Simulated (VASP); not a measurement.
Write the native input for VASP 6.6.1 that does the following.

```
Task                   : electric field gradients
Functional             : PBEsol
Potentials or basis    : VASP PAW PBE potentials, release 64 (Zn, Cu)
Cutoff                 : 520 eV
k mesh                 : 14 × 14 × 14
Occupations            : fermi-dirac, width 0.05 eV
Spin                   : no spin polarisation
Dipole correction      : no
Further INCAR settings : ALGO = Normal; EDIFF = 1e-08; NBANDS = 18
```

The structure of ZnCu lies in POSCAR:

```
ZnCu
1.0
    2.9837544442      0.0000000000      0.0000000000
    0.0000000000      2.9837544442      0.0000000000
    0.0000000000      0.0000000000      2.9837544442
Zn Cu
1 1
Direct
    0.5000000000      0.5000000000      0.5000000000
    0.0000000000      0.0000000000      0.0000000000
```

These files were run (other wordings do the same):

INCAR

```
SYSTEM = ZnCu
  PREC = Accurate
  ENCUT = 520
  EDIFF = 1E-8
  ISMEAR = -1
  SIGMA = 0.05
  LREAL = .FALSE.
  LASPH = .TRUE.
  NELM = 60
  ALGO = Normal
  ISIF = 2
  LWAVE = .FALSE.
  LCHARG = .FALSE.
  GGA = PS
  LEFG = .TRUE.
  NBANDS = 18
```

KPOINTS

```
Automatic mesh
0
G
  14 14 14
  0 0 0
```

Potentials or basis: VASP PAW PBE potentials, release 64 (Zn, Cu).

The run is started by

```bash
$ cat potpaw_PBE.64/Zn/POTCAR potpaw_PBE.64/Cu/POTCAR > POTCAR
$ mpirun -np 1 vasp_std > vasp.out
```

Results of the run:

The pressure is -8.2 GPa, the band gap on the k mesh is zero (an odd number of electrons rules out a gap without spin polarisation) and the largest electric field gradient by atom is zero within the noise of the run.

Caveat: the cell stands under tension; the PAW data sets were made with another functional, which shifts forces and pressure a little.

It took 23 s on 1 thread of Intel(R) Xeon(R) Platinum 8488C (Sapphire Rapids), with other jobs on the host, peak memory 0.18 GiB.
